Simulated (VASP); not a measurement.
InBAs2, 8 atoms in the cell. The structure is tetragonal, space group I-42d (No. 122). The conventional cell has a = 5.302 Å, b = 5.302 Å, c = 10.603 Å, α = 90.00°, β = 90.00°, γ = 90.00°. B (site symmetry -4) has 4 As at 2.30 Å within 3.0 Å. As (site symmetry 2) has 2 B at 2.30 Å and 2 In at 2.30 Å within 3.0 Å. Within 3.0 Å of In (site symmetry -4) lie 4 As at 2.30 Å. 

- Program: VASP 6.6.1
- Task: relaxation of cell and atoms
- Functional: PBE
- Potentials or basis: VASP PAW PBE potentials, release 64 (B, As, In_d)
- Cutoff: 600 eV
- k mesh: 6 × 6 × 6
- Occupations: fermi-dirac, width 0.02 eV
- Spin: no spin polarisation
- Dipole correction: no
- Further INCAR settings: ALGO = Normal; EDIFF = 1e-07; IBRION = 2; EDIFFG = -0.005; NSW = 80; ISIF = 3

Potentials or basis: VASP PAW PBE potentials, release 64 (B, As, In_d).

Run with:

```console
$ cat potpaw_PBE.64/B/POTCAR potpaw_PBE.64/As/POTCAR potpaw_PBE.64/In_d/POTCAR > POTCAR
$ mpirun -np 1 vasp_std > vasp.out
```

Hardware: 1 thread of Intel(R) Xeon(R) Platinum 8559C (Emerald Rapids), with other jobs on the host.

Task: Estimate the wall time of this run.

Result: Wall time 43 min on 1 thread of Intel(R) Xeon(R) Platinum 8559C (Emerald Rapids) (shared host), peak memory 0.54 GiB. Counts: scf iterations 157, k points 30, ion steps 17.
